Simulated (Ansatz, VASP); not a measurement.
## C: VASP beside Ansatz

```
C
1.0
    -1.23249   -2.13474    0.00000
     1.23249   -2.13474    0.00000
     0.00000   -3.20210   13.47687
C
8
Direct
  0.34379 0.34379 0.87495
  0.71879 0.71879 0.37495
  0.90629 0.90629 0.12495
  0.53129 0.53129 0.62495
  0.01045 0.01045 0.87495
  0.38545 0.38545 0.37495
  0.23962 0.23962 0.12495
  0.86462 0.86462 0.62495
```

Alike in both runs: task single point; functional PBE; dispersion D3(BJ); k mesh 22 × 22 × 4; occupations gaussian, width 0.15 eV; no spin polarisation.

|  | VASP | Ansatz |
| --- | --- | --- |
| version | VASP 6.6.1 | Ansatz 0.2.0 |
| potentials or method | VASP PAW PBE potentials, release 64 (C), cutoff 520 eV | scalar-relativistic, plane waves, PAW |
| valence electrons in the cell | 32 | 32 |

```csv
,VASP,Ansatz,Ansatz less VASP
gap on the k mesh at the Fermi level (eV),0.12,0.12,+0.001
least direct gap on the mesh (eV),0.14,0.14,+0.001
pressure (GPa),0.6,0.1,-0.45
"traceless stress, the component that is largest in VASP (GPa)",-0.19,-0.19,0.000
rms of the force components (eV/Å),0.015,0.015,-0.0001
```

Atom by atom the forces differ by 0.000 eV/Å (rms over components).
